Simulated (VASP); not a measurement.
# Tl (Im-3m) in VASP: a series of runs

Runs on Tl. Level: LDA. Tasks: single point.

All numbers are computed with VASP 6.6.1; they aren't measurements. Logs are shortened: lines on timing, memory, paths and dates and some standing lists are left out, and cuts for length are marked.

## Step 1: The cell of the first run

It takes space group Im-3m (No. 229, cubic). Conventional cell: a = 3.520 Å, b = 3.520 Å, c = 3.520 Å, α = 90.00°, β = 90.00°, γ = 90.00°. Within 4.0 Å of Tl (site symmetry m-3m) lie 14 Tl at 3.05 to 3.52 Å.

## Step 2: Single point, LDA (volume scaled by 0.8)

INCAR

```
ALGO = Normal ; EDIFF = 1E-6
ENCUT = 520 ; ISIF = 2
ISMEAR = -1 ; LASPH = T
LCHARG = F ; LREAL = F
LWAVE = F ; NBANDS = 12
NELM = 60 ; PREC = Accurate
SIGMA = 0.1
```

KPOINTS

```
k-points
0
Gamma
  14 14 14
```

POSCAR

```
Tl
1.0
   -1.7601962591      1.7601962591      1.7601962591
    1.7601962591     -1.7601962591      1.7601962591
    1.7601962591      1.7601962591     -1.7601962591
Tl
1
Direct
    0.0000000000      0.0000000000      0.0000000000
```

Potentials or basis: VASP PAW LDA potentials, release 64 (Tl_d).

Launch:

```console
cat potpaw_LDA.64/Tl_d/POTCAR > POTCAR
mpirun -np 1 vasp_std > vasp.out
```

OUTCAR:

```text
EDIFF = 1E-6
   ENCUT = 520
   ISIF = 2
   ISMEAR = -1
   LASPH = T
   LREAL = F
   NELM = 60
   PREC = Accurate

 ion  position               nearest neighbor table
   1  0.000  0.000  0.000-

  LATTYP: Found a body centered cubic cell.
 ALAT       =     3.5203925182

  Lattice vectors:

 A1 = (  -1.7601962591,   1.7601962591,   1.7601962591)
 A2 = (   1.7601962591,  -1.7601962591,   1.7601962591)
 A3 = (   1.7601962591,   1.7601962591,  -1.7601962591)

Analysis of symmetry for initial positions (statically):
=====================================================================
 Subroutine PRICEL returns:
 Original cell was already a primitive cell.

 Routine SETGRP: Setting up the symmetry group for a
 body centered cubic supercell.

 Subroutine GETGRP returns: Found 48 space group operations
 (whereof 48 operations were pure point group operations)
 out of a pool of 48 trial point group operations.

The static configuration has the point symmetry O_h .

Analysis of symmetry for dynamics (positions and initial velocities):
=====================================================================
 Subroutine PRICEL returns:
 Original cell was already a primitive cell.

 Routine SETGRP: Setting up the symmetry group for a
 body centered cubic supercell.

 Subroutine GETGRP returns: Found 48 space group operations
 (whereof 48 operations were pure point group operations)
 out of a pool of 48 trial point group operations.

The dynamic configuration has the point symmetry O_h .

 Subroutine INISYM returns: Found 48 space group operations
 (whereof 48 operations are pure point group operations),
 and found     1 'primitive' translations

----------------------------------------------------------------------------------------

                                     Primitive cell

  volume of cell :      21.8144

  direct lattice vectors                    reciprocal lattice vectors
    -1.760196259  1.760196259  1.760196259     0.000000000  0.284059233  0.284059233
     1.760196259 -1.760196259  1.760196259     0.284059233  0.000000000  0.284059233
     1.760196259  1.760196259 -1.760196259     0.284059233  0.284059233  0.000000000

  length of vectors
     3.048749352  3.048749352  3.048749352     0.401720420  0.401720420  0.401720420

  position of ions in fractional coordinates (direct lattice)
     0.000000000  0.000000000  0.000000000

  ion indices of the primitive-cell ions
   primitive index   ion index
                 1           1

----------------------------------------------------------------------------------------

 KPOINTS: k-points

Automatic generation of k-mesh.
 Grid dimensions read from file:
 generate k-points for:   14   14   14

 Generating k-lattice:

  Cartesian coordinates                     Fractional coordinates (reciprocal lattice)
     0.000000000  0.020289945  0.020289945     0.071428571  0.000000000  0.000000000
     0.020289945  0.000000000  0.020289945     0.000000000  0.071428571  0.000000000
     0.020289945  0.020289945  0.000000000     0.000000000  0.000000000  0.071428571

  Length of vectors
     0.028694316  0.028694316  0.028694316

  Shift w.r.t. Gamma in fractional coordinates (k-lattice)
     0.000000000  0.000000000  0.000000000

 Subroutine IBZKPT returns following result:
 ===========================================

 Found    104 irreducible k-points:

 Following reciprocal coordinates:
            Coordinates               Weight
  0.000000  0.000000  0.000000      1.000000
  0.071429  0.000000  0.000000     12.000000
  0.142857  0.000000  0.000000     12.000000
  0.214286  0.000000  0.000000     12.000000
  0.285714  0.000000  0.000000     12.000000
  0.357143  0.000000  0.000000     12.000000
[... 16 lines left out ...]
  0.285714  0.285714  0.000000     24.000000
  0.357143  0.285714  0.000000     24.000000
 [... further k-points ...]
   k-points           NKPTS =    104   k-points in BZ     NKDIM =    104   number of bands    NBANDS=     12
   number of dos      NEDOS =    301   number of ions     NIONS =      1
   total plane-waves  NPLWV =  13824
   dimension x,y,z NGX =    24 NGY =   24 NGZ =   24
   dimension x,y,z NGXF=    48 NGYF=   48 NGZF=   48
   ions per type =               1
   NGX,Y,Z   is equivalent  to a cutoff of  13.09, 13.09, 13.09 a.u.
   NGXF,Y,Z  is equivalent  to a cutoff of  26.17, 26.17, 26.17 a.u.
 SYSTEM =  unknown system
   PREC   = accura    normal or accurate (medium, high low for compatibility)
   ISTART =      0    job   : 0-new  1-cont  2-samecut
   ICHARG =      2    charge: 1-file 2-atom 10-const
   ISPIN  =      1    spin polarized calculation?
   LNONCOLLINEAR =      F non collinear calculations
   LSORBIT =      F    spin-orbit coupling
   LASPH  =      T    aspherical Exc in radial PAW
   ENCUT  =  520.0 eV  38.22 Ry    6.18 a.u.   5.67  5.67  5.67*2*pi/ulx,y,z
   NELM   =     60;   NELMIN=  2; NELMDL= -5     # of ELM steps
   EDIFF  = 0.1E-05   stopping-criterion for ELM
   LREAL  =      F    real-space projection
   EDIFFG = 0.1E-04   stopping-criterion for IOM
   NSW    =      0    number of steps for IOM
   IBRION =     -1    ionic relax: 0-MD 1-quasi-New 2-CG
   NFREE  =      0    steps in history (QN), initial steepest desc. (CG)
   ISIF   =      2    stress and relaxation
   ISYM   =      2    0-nonsym 1-usesym 2-fastsym
   POTIM  = 0.5000    time-step for ionic-motion
   TEBEG  =    0.0;   TEEND  =   0.0 temperature during run
   PSTRESS=    0.0 pullay stress
   NELECT =      13.0000    total number of electrons
   NUPDOWN=      -1.0000    fix difference up-down
   EMIN   =  10.00;   EMAX   =-10.00  energy-range for DOS
   EFERMI =   0.00;   METHOD = LEGACY
   ISMEAR =    -1;   SIGMA  =   0.10  broadening in eV -4-tet -1-fermi 0-gaus
   EFERMI_NEDOS =   21; number of points for ismear=-14 and -15
   IALGO  =     38    algorithm
   IMIX   =      4    mixing-type and parameters
     AMIX     =   0.40;   BMIX     =  1.00
     AMIX_MAG =   1.60;   BMIX_MAG =  1.00
  volume/ion in A,a.u.               =      21.81       147.21
  Fermi-wavevector in a.u.,A,eV,Ry     =   1.377658  2.603397 25.823075  1.897942
  Thomas-Fermi vector in A             =   2.502791
   LORBIT       =      0    0 simple, 1 ext, 2 COOP (PROOUT), +10 PAW based schemes
   GGA     = CA    functional components
   LHFCALC =     F    Hartree Fock is set to
   AEXX    =    0.0000 exact exchange contribution
   IVDW    =     0    specifies the selected vdW correction
   LEPSILON=     F    determine dielectric tensor
   LRPA    =     F    only Hartree local field effects (RPA)
 non-spin polarized calculation
  energy-cutoff  :      520.00
  volume of cell :       21.81
 maximum number of plane-waves:       603
   NGX = 11   NGY = 11   NGZ = 11

 number of electron      13.0000005 magnetization

 Free energy of the ion-electron system (eV)
  ---------------------------------------------------
  ext. energy  EPLUGINS =         0.00000000
  ---------------------------------------------------
  free energy    TOTEN  =        -2.69425199 eV

  energy without entropy =       -2.68321546  energy(sigma->0) =       -2.68873372

 E-fermi :   9.6758     XC(G=0): -11.9125

 val. band max:        9.6175307963   @ k =  -0.3571   0.5000   0.2143
 cond. band min:       9.7272298708   @ k =  -0.3571   0.4286   0.1429
 fundamental gap:      0.1096990745
 Fermi energy:         9.6758211810

 k-point     1 :       0.0000    0.0000    0.0000
  band No.  band energies     occupation
      1      -2.6016      2.00000
      2      -2.6016      2.00000
      3      -2.6016      2.00000
      4      -2.5975      2.00000
      5      -1.7908      2.00000
      6      -1.7908      2.00000
      7      22.4502      0.00000
      8      22.4502      0.00000
      9      22.4502      0.00000
     10      23.7057      0.00000
     11      23.7057      0.00000
     12      23.7057      0.00000

 k-point     2 :       0.0714    0.0000    0.0000
  band No.  band energies     occupation
      1      -2.6208      2.00000
      2      -2.6091      2.00000
      3      -2.5419      2.00000
      4      -2.4339      2.00000
      5      -1.8108      2.00000
      6      -1.7903      2.00000
      7      21.6002      0.00000
      8      22.2842      0.00000
      9      22.4942      0.00000
     10      22.8245      0.00000
     11      23.1013      0.00000
     12      23.3571      0.00000

 k-point     3 :       0.1429    0.0000    0.0000
  band No.  band energies     occupation
      1      -2.6744      2.00000
      2      -2.6430      2.00000
      3      -2.3712      2.00000
      4      -1.9766      2.00000
      5      -1.8201      2.00000
      6      -1.7887      2.00000
      7      18.8314      0.00000
      8      21.2716      0.00000
      9      21.7514      0.00000
     10      22.4951      0.00000
     11      22.6111      0.00000
     12      23.6137      0.00000

 k-point     4 :       0.2143    0.0000    0.0000
  band No.  band energies     occupation
      1      -2.7509      2.00000
      2      -2.7215      2.00000
      3      -2.1141      2.00000
      4      -1.9102      2.00000
      5      -1.7854      2.00000
      6      -1.1002      2.00000
      7      15.8073      0.00000
      8      20.0419      0.00000
      9      20.2236      0.00000
     10      22.3313      0.00000
     11      22.7647      0.00000
     12      24.4582      0.00000

 k-point     5 :       0.2857    0.0000    0.0000
  band No.  band energies     occupation
      1      -2.8414      2.00000
      2      -2.8345      2.00000
      3      -1.9075      2.00000
      4      -1.8123      2.00000
      5      -1.7802      2.00000
      6       0.0364      2.00000
      7      12.8760      0.00000
      8      18.8075      0.00000
      9      18.9792      0.00000
     10      22.2633      0.00000
     11      22.9152      0.00000
     12      25.6510      0.00000

 k-point     6 :       0.3571    0.0000    0.0000
  band No.  band energies     occupation
      1      -2.9681      2.00000
      2      -2.9086      2.00000
      3      -1.8835      2.00000
      4      -1.7741      2.00000
      5      -1.5234      2.00000
      6       1.4821      2.00000
      7      10.1245      0.02226
      8      17.6711      0.00000
      9      18.1799      0.00000
     10      22.2685      0.00000
     11      23.0348      0.00000
     12      27.0945      0.00000

 k-point     7 :       0.4286    0.0000    0.0000
  band No.  band energies     occupation
      1      -3.0618      2.00000
      2      -2.9592      2.00000
      3      -1.8585      2.00000
      4      -1.7692      2.00000
      5      -1.3126      2.00000
      6       3.2151      2.00000
      7       7.6007      2.00000
      8      16.9345      0.00000
      9      17.6863      0.00000
     10      22.3026      0.00000
     11      23.1095      0.00000
     12      27.5306      0.00000

 k-point     8 :       0.5000    0.0000    0.0000
  band No.  band energies     occupation
      1      -3.0960      2.00000
      2      -2.9772      2.00000
      3      -1.8483      2.00000
      4      -1.7673      2.00000
      5      -1.2350      2.00000
      6       4.9118      2.00000
      7       5.6393      2.00000
      8      16.6790      0.00000
      9      17.5196      0.00000
     10      22.3206      0.00000
     11      23.1346      0.00000
     12      27.4159      0.00000
[... 166 lines left out ...]
 k-point    20 :       0.2143    0.2143    0.0000
  band No.  band energies     occupation
      1      -2.8952      2.00000
      2      -2.6087      2.00000
      3      -2.0164      2.00000
      4      -1.9316      2.00000
      5      -1.6831      2.00000
      6       1.8624      2.00000
      7      11.3298      0.00000
      8      13.7315      0.00000
      9      17.9836      0.00000
     10      23.4035      0.00000
     11      24.9082      0.00000
     12      27.9353      0.00000

 k-point    21 :       0.2857    0.2143    0.0000
  band No.  band energies     occupation
      1      -2.9339      2.00000
      2      -2.6115      2.00000
      3      -2.0051      2.00000
      4      -1.8819      2.00000
      5      -1.6105      2.00000
      6       3.3560      2.00000
      7       9.4332      1.83757
      8      12.5168      0.00000
      9      17.5077      0.00000
     10      23.6170      0.00000
     11      25.3428      0.00000
     12      28.0918      0.00000

 k-point    22 :       0.3571    0.2143   -0.0000
  band No.  band energies     occupation
      1      -2.9566      2.00000
      2      -2.6278      2.00000
      3      -2.0022      2.00000
      4      -1.8397      2.00000
      5      -1.5540      2.00000
      6       4.9139      2.00000
      7       7.5826      2.00000
      8      11.9733      0.00000
      9      17.2580      0.00000
     10      23.7141      0.00000
     11      25.8750      0.00000
     12      27.5113      0.00000

 k-point    23 :       0.2857    0.2857    0.0000
  band No.  band energies     occupation
      1      -2.9404      2.00000
      2      -2.4828      2.00000
      3      -2.1157      2.00000
      4      -1.8232      2.00000
      5      -1.6274      2.00000
      6       4.7829      2.00000
      7       8.6665      1.99992
      8      10.6914      0.00008
      9      17.2654      0.00000
     10      24.1437      0.00000
     11      25.2901      0.00000
     12      27.8768      0.00000

 k-point    24 :       0.3571    0.2857    0.0000
  band No.  band energies     occupation
      1      -2.9421      2.00000
      2      -2.4172      2.00000
      3      -2.1776      2.00000
      4      -1.7744      2.00000
      5      -1.6559      2.00000
      6       5.6340      2.00000
      7       8.1507      2.00000
      8       9.9585      0.11182
      9      17.1832      0.00000
     10      24.4150      0.00000
     11      25.2973      0.00000
     12      27.4279      0.00000

 [... further k-points ...]
[... 5 lines left out ...]
  --------------------------------------------------------------------------------------
  -------------------------------------------------------------------------------------
  Total        2.4403751      2.4403751      2.4403751      0.0000000      0.0000000      0.0000000
  in kB      179.2354444    179.2354444    179.2354444      0.0000000      0.0000000      0.0000000
  external PRESSURE =     179.2354444 kB  Pullay stress =       0.0000000 kB

 VOLUME and BASIS-vectors are now :
 -----------------------------------------------------------------------------
  energy-cutoff  :      520.00
  volume of cell :       21.81
      direct lattice vectors                 reciprocal lattice vectors
    -1.760196259  1.760196259  1.760196259     0.000000000  0.284059233  0.284059233
     1.760196259 -1.760196259  1.760196259     0.284059233  0.000000000  0.284059233
     1.760196259  1.760196259 -1.760196259     0.284059233  0.284059233  0.000000000

 POSITION                                       TOTAL-FORCE (eV/Angst)
 -----------------------------------------------------------------------------------
      0.00000      0.00000      0.00000        -0.000000      0.000000      0.000000
 -----------------------------------------------------------------------------------
    total drift:                                0.000000      0.000000      0.000000

  FREE ENERGIE OF THE ION-ELECTRON SYSTEM (eV)
  ---------------------------------------------------
  free  energy   TOTEN  =        -2.6942519908 eV

  energy  without entropy=       -2.6832154590  energy(sigma->0) =       -2.68873372
```

Wall time 11 s (1 thread of Intel Xeon Platinum 8488C (Sapphire Rapids), shared host); peak memory 0.15 GiB.

Results:

| Item | Value |
| --- | --- |
| Free energy | -2.6943 eV |
| Pressure | 17.9 GPa |

Caveat: spin-orbit coupling is left out, which moves the levels of the heavy elements.

(Part 1 of 2 ends here.)
